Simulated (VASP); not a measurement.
SiC:

```
CELL_PARAMETERS angstrom
0.00000 2.17805 2.13449
2.17805 0.00000 2.13449
2.17805 2.17805 0.00000
ATOMIC_POSITIONS crystal
Si 0.00000 0.00000 0.00000
C 0.25000 0.25000 0.25000
```

This cell differs from its parent crystal: uniaxial z strain -2.0%.

Base run:

- Program: VASP 6.6.1
- Functional: PBE
- Potentials or basis: VASP PAW PBE potentials, release 64 (Si, C)
- Cutoff: 520 eV
- k mesh: 10 × 10 × 10
- Occupations: fermi-dirac, width 0.02 eV
- Spin: no spin polarisation

Its results: band gap on the k mesh 1.13 eV, indirect (least direct gap 4.54 eV); pressure 8.2 GPa.

The run is repeated on the same cell with these changes: functional from PBE to r2SCAN; occupations from fermi-dirac, width 0.02 eV to gaussian, width 0.01 eV. What comes out?

Band gap on the k mesh 1.49 eV, indirect (least direct gap 5.06 eV); pressure 4.6 GPa.

Caveats: the PAW data sets were made with another functional, which shifts forces and pressure a little (some runs).

A k mesh can miss the band edges.
